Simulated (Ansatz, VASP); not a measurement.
One calculation of AlN, two programs

```xyz
4
Lattice="3.0601 0.0000 0.0000 -1.5300 2.6501 0.0000 0.0000 0.0000 4.9039" Properties=species:S:1:pos:R:3 pbc="T T T"
Al    1.5300    0.8834    2.4473
Al    0.0000    1.7667    4.8993
N     1.5300    0.8834    4.3200
N     0.0000    1.7667    1.8681
```

Change from the starting cell: equal strain along all axes, cell held, atoms relaxed: -1.5 %.

Alike in both runs: functional r2SCAN; k mesh 12 × 12 × 6; occupations gaussian, width 0.02 eV; no spin polarisation.

Ansatz relaxed the structure, and its values are those at the end. VASP's run is a single point on that final structure, the one shown.

|  | VASP | Ansatz |
| --- | --- | --- |
| version | VASP 6.6.1 | Ansatz 0.2.0 |
| potentials or method | VASP PAW PBE potentials, release 64 (Al, N), cutoff 520 eV | scalar-relativistic, plane waves, PAW |
| valence electrons in the cell | 16 | 16 |

Ansatz gave:

- gap on the k mesh at the Fermi level (eV): 5.30
- least direct gap on the mesh (eV): 5.30
- pressure (GPa): 10.4

What did VASP give for the same quantities?

gap on the k mesh at the Fermi level (eV): 5.34; least direct gap on the mesh (eV): 5.34; pressure (GPa): 10.1.

VASP's potentials were made for PBE, not for r2SCAN. The functional is the same, so the differences come from potentials, cutoffs and numerics. Ansatz's warnings: stress scf threshold loose.
